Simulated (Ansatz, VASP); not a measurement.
## Al2O3 in VASP and in Ansatz

The input INCAR:

```
SYSTEM = Al2O3
  PREC = Accurate
  ENCUT = 520
  EDIFF = 1E-6
  ISMEAR = 0
  SIGMA = 0.05
  LREAL = .FALSE.
  LASPH = .TRUE.
  NELM = 60
  ALGO = Normal
  ISIF = 2
  LWAVE = .FALSE.
  LCHARG = .FALSE.
  GGA = PE
  IVDW = 12
  NBANDS = 20
```

KPOINTS

```
regular mesh
0
G
  12 12 4
  0 0 0
```

POSCAR

```
Al2O3
1.0
    2.7977951999      0.0000000000      0.0000000000
   -1.3988976000      2.4229617176      0.0000000000
    0.0000000000      0.0000000000      9.4768057769
Al O
2 3
Direct
    0.0000000000      0.0000000000      0.1499923300
    0.0000000000      0.0000000000      0.8500076700
    0.3333333333      0.6666666667      0.2223169200
    0.6666666667      0.3333333333      0.0000000000
    0.3333333333      0.6666666667      0.7776830800
```

Input for Ansatz:

```yaml
crystal:
  lattice:
    - [2.7977951999, 0.0, 0.0]
    - [-1.3988976, 2.4229617176, 0.0]
    - [0.0, 0.0, 9.4768057769]
  atoms:
    - { symbol: Al, position: [0.0, 0.0, 0.14999233] }
    - { symbol: Al, position: [0.0, 0.0, 0.85000767] }
    - { symbol: O, position: [0.3333333333, 0.6666666667, 0.22231692] }
    - { symbol: O, position: [0.6666666667, 0.3333333333, 0.0] }
    - { symbol: O, position: [0.3333333333, 0.6666666667, 0.77768308] }
basis:
  ecutwfc: 420
kpoints:
  mp_grid: { grid: [12, 12, 4] }
hamiltonian:
  xc: pbe
  dispersion: d3bj
scf:
  occupations: { method: gaussian, width: 0.05 }
output:
  forces: true
  stress: true
  eigenvalues: true
```

Change from the starting cell: strain -0.030 along x and y, +0.015 along z, atoms carried along.

Alike in both runs: task single point; functional PBE; dispersion D3(BJ); k mesh 12 × 12 × 4; occupations gaussian, width 0.05 eV; no spin polarisation.

```csv
,VASP,Ansatz
version,VASP 6.6.1,Ansatz 0.2.0
potentials or method,"VASP PAW PBE potentials, release 64 (Al, O), cutoff 520 eV","scalar-relativistic, plane waves, PAW"
valence electrons in the cell,24,24
```

Ansatz gave:

```
gap on the k mesh at the Fermi level (eV)                     : 5.60
least direct gap on the mesh (eV)                             : 5.73
pressure (GPa)                                                : 7.8
traceless stress, the component that is largest in VASP (GPa) : -9.81
rms of the force components (eV/Å)                            : 0.415
```

Q: Estimate VASP's values.

A: gap on the k mesh at the Fermi level (eV): 5.59; least direct gap on the mesh (eV): 5.73; pressure (GPa): 7.9; traceless stress, the component that is largest in VASP (GPa): -10.10; rms of the force components (eV/Å): 0.398.

Atom by atom the forces differ by 0.017 eV/Å (rms over components).
